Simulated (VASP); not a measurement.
Input of a VASP 6.6.1 run:

Contents of INCAR:

```
SYSTEM = LiHf32O64
PREC = Accurate ; ENCUT = 520
EDIFF = 1E-6 ; ISMEAR = -1
SIGMA = 0.01 ; LREAL = Auto
LASPH = .True. ; NELM = 80
ALGO = Normal ; ISIF = 2
LWAVE = .False. ; LCHARG = .True.
GGA = PE ; LELF = .True.
LVHAR = .True. ; NELECT = 706.0
NBANDS = 408
```

KPOINTS

```
regular mesh
0
Gamma
  1 1 1
  0 0 0
```

File POSCAR:

```
LiHf32O64
1.0
   10.5886410500      0.0000000000      0.0000000000
    5.2943205200     10.1394069600      0.0000000000
    0.0000000000      0.0000000000     10.2034546700
Hf O Li
32 64 1
Direct
    0.1995213944      0.6336633923      0.1190484332
    0.4522323129      0.1312168018      0.1094125716
    0.1475154731      0.1338305943      0.3690179781
    0.4155118373      0.6339819022      0.3699892998
    0.0839239392      0.3648318088      0.1198740387
    0.3332316517      0.8685645901      0.1212137687
    0.0499899793      0.8636046263      0.3691447894
    0.2979642925      0.3725850321      0.3683008961
    0.1993596054      0.6349136256      0.6214103012
    0.4511413797      0.1343756670      0.6242995352
    0.1674697433      0.1336612816      0.8693470278
    0.4174597468      0.6346106237      0.8697315879
    0.0838295965      0.3662252206      0.6194442213
    0.3317608140      0.8699004455      0.6182825503
    0.0511228024      0.8668893014      0.8694057959
    0.2991856388      0.3696850207      0.8688273575
    0.7014564142      0.6309828378      0.1173547262
    0.9468650213      0.1317339795      0.1162361872
    0.6691852503      0.1318059954      0.3681536883
    0.9189221495      0.6305776885      0.3688694125
    0.5810903671      0.3679981843      0.1181749601
    0.8334610666      0.8665439282      0.1188510346
    0.5600325171      0.8538040823      0.3712824232
    0.7954524227      0.3690052777      0.3693153258
    0.7011679136      0.6312087219      0.6206837348
    0.9459714311      0.1348468457      0.6226653595
    0.6700071984      0.1331300018      0.8686935850
    0.9186636855      0.6333057146      0.8691612769
    0.5812189988      0.3671208281      0.6190000688
    0.8328410325      0.8668912824      0.6189735690
    0.5517759923      0.8648831635      0.8682411386
    0.8006341097      0.3678066786      0.8692018381
    0.1617961228      0.0323648830      0.1916120738
    0.4148769184      0.5312059119      0.1945986178
    0.0461255267      0.0322431690      0.4441762462
    0.2991937335      0.5356405304      0.4433588869
   -0.0005354110      0.7299951455      0.2442552102
    0.2452795223      0.2277292172      0.2464551134
    0.0203662676      0.7294756164      0.4945421117
    0.2748284009      0.2286197630      0.4917601886
    0.2500834257      0.7708493618      0.4943092841
    0.5026827791      0.2666942182      0.4940278169
    0.2308314898      0.7674212169      0.2447325083
    0.4763872921      0.2617405395      0.2452685428
    0.1995748985      0.4655906836      0.1913409173
    0.4499093816      0.9713698330      0.1997926981
    0.0843798901      0.4638827409      0.4411202725
    0.3341329451      0.9721333212      0.4362531163
    0.1649718953      0.0354072334      0.6904349581
    0.4154682856      0.5345487952      0.6920320558
    0.0508040206      0.0343390272      0.9395201362
    0.3010064960      0.5347150299      0.9420200902
   -0.0006669088      0.7317364231      0.7442782288
    0.2500193051      0.2314059344      0.7437037717
    0.0208658408      0.7315459422      0.9939990500
    0.2695375960      0.2336513401      0.9931033499
    0.2524721734      0.7696613082      0.9958923937
    0.5028389904      0.2684038207      0.9934551756
    0.2306061483      0.7702686186      0.7448330050
    0.4807110846      0.2701545607      0.7451707775
    0.1992007521      0.4668088095      0.6911497836
    0.4489184032      0.9669212319      0.6919065240
    0.0842997860      0.4668532258      0.9421536061
    0.3357381542      0.9694052291      0.9463520527
    0.6673725042      0.0329342905      0.1886569163
    0.9168243786      0.5310280980      0.1915974613
    0.5560872102      0.0272060064      0.4444417839
    0.7982262230      0.5347466821      0.4404507261
    0.4992744327      0.7317749041      0.2452876850
    0.7439809686      0.2328445126      0.2428802396
    0.5188016038      0.7303868357      0.4961197652
    0.7692721676      0.2305402945      0.4934863592
    0.7529402021      0.7658255387      0.4942858399
    0.9958350324      0.2711817676      0.4959248014
    0.7322444078      0.7655960688      0.2433012860
    0.9747861042      0.2668885589      0.2440387624
    0.6977950880      0.4669585683      0.1908631470
    0.9492411676      0.9656520293      0.1922117877
    0.5821929243      0.4665015127      0.4415923343
    0.8342557100      0.9638348068      0.4404859377
    0.6668467753      0.0343222803      0.6913186486
    0.9169495918      0.5325963331      0.6909028680
    0.5524553235      0.0334570837      0.9367439222
    0.8007791484      0.5343090658      0.9403144680
    0.4979588541      0.7332105226      0.7447785734
    0.7491096159      0.2319700780      0.7435275854
    0.5200413542      0.7327154060      0.9953689732
    0.7696032994      0.2324955289      0.9926029063
    0.7521172005      0.7686538006      0.9934019938
    1.0023245755      0.2680150461      0.9950028122
    0.7309649049      0.7680164207      0.7435142020
    0.9806566146      0.2691061018      0.7454804637
    0.6993475600      0.4658815835      0.6915099606
    0.9487817602      0.9664212628      0.6920697051
    0.5841896937      0.4677771800      0.9423488999
    0.8354618844      0.9670777619      0.9424322094
    0.3915055628      0.1029460796      0.3596949664
```

Potentials or basis: VASP PAW PBE potentials, release 64 (Hf_pv, O, Li_sv).

The run is started by

```console
$ cat potpaw_PBE.64/Hf_pv/POTCAR potpaw_PBE.64/O/POTCAR potpaw_PBE.64/Li_sv/POTCAR > POTCAR
$ mpirun -np 1 vasp_gam > vasp.out
```

Task: Predict the largest force.

Result: 0.110 eV/Å.

Forces on the atoms (eV/Å):
```
Hf   0.036 -0.004 -0.036
Hf   0.071 -0.008 -0.055
Hf  -0.097 -0.013 -0.051
Hf  -0.042 -0.005 -0.035
Hf   0.044  0.008 -0.048
Hf   0.028  0.003 -0.051
Hf  -0.050  0.014 -0.030
Hf  -0.045  0.024 -0.026
Hf   0.042 -0.005 -0.035
Hf   0.037 -0.015 -0.021
Hf  -0.046 -0.005 -0.036
Hf  -0.040 -0.003 -0.042
Hf   0.034  0.023 -0.034
Hf   0.045  0.001 -0.019
Hf  -0.051  0.014 -0.039
Hf  -0.049  0.007 -0.036
Hf   0.047 -0.009 -0.035
Hf   0.055 -0.004 -0.033
Hf  -0.036 -0.010 -0.031
Hf  -0.056 -0.011 -0.039
Hf   0.070  0.009 -0.041
Hf   0.045  0.012 -0.042
Hf  -0.022 -0.008 -0.037
Hf  -0.043  0.008 -0.040
Hf   0.051 -0.012 -0.037
Hf   0.039 -0.009 -0.038
Hf  -0.048 -0.008 -0.036
Hf  -0.050 -0.010 -0.035
Hf   0.042  0.008 -0.037
Hf   0.044  0.010 -0.037
Hf  -0.045  0.011 -0.045
Hf  -0.040  0.009 -0.038
O   -0.014 -0.009  0.017
O   -0.014 -0.008  0.006
O    0.033  0.004 -0.003
O    0.016 -0.008  0.008
O   -0.015  0.040  0.027
O   -0.040  0.071  0.001
O    0.036  0.045  0.025
O    0.038  0.061  0.058
O    0.022 -0.038  0.024
O    0.026 -0.028  0.025
O   -0.030 -0.044  0.027
O   -0.028 -0.030  0.018
O   -0.004  0.007  0.022
O   -0.002  0.008 -0.016
O    0.024  0.010  0.016
O   -0.019 -0.005  0.029
O   -0.016 -0.012  0.015
O   -0.018 -0.004  0.013
O    0.010 -0.013  0.011
O    0.013  0.001  0.015
O   -0.015  0.034  0.025
O   -0.021  0.037  0.016
O    0.030  0.040  0.020
O    0.037  0.028  0.027
O    0.022 -0.043  0.019
O    0.021 -0.045  0.041
O   -0.036 -0.043  0.031
O   -0.020 -0.041  0.015
O   -0.007  0.013  0.019
O   -0.016  0.010  0.010
O    0.017  0.010  0.004
O    0.006  0.006  0.018
O   -0.013 -0.015  0.012
O   -0.012 -0.009  0.010
O    0.042 -0.015  0.020
O    0.014 -0.021  0.015
O   -0.024  0.044  0.042
O   -0.033  0.034  0.024
O    0.030  0.044  0.009
O    0.020  0.039  0.019
O    0.009 -0.026  0.007
O    0.030 -0.052  0.013
O   -0.027 -0.038  0.031
O   -0.028 -0.055  0.045
O   -0.017  0.001  0.008
O   -0.019  0.004  0.007
O    0.017  0.007  0.016
O    0.019  0.007  0.015
O   -0.013 -0.004  0.018
O   -0.018 -0.010  0.008
O    0.012  0.002  0.035
O    0.010 -0.010  0.019
O   -0.024  0.033  0.034
O   -0.012  0.027  0.016
O    0.026  0.033  0.017
O    0.024  0.033  0.026
O    0.027 -0.039  0.022
O    0.023 -0.036  0.022
O   -0.029 -0.035  0.026
O   -0.031 -0.038  0.026
O   -0.009  0.007  0.016
O   -0.014  0.004  0.019
O    0.006  0.006  0.017
O    0.016  0.003  0.012
Li  -0.004 -0.002 -0.011
```

Caveat: the k points lie up to 0.67 Å⁻¹ apart; the cell carries a net charge on a neutralising background, which shifts energy and pressure.
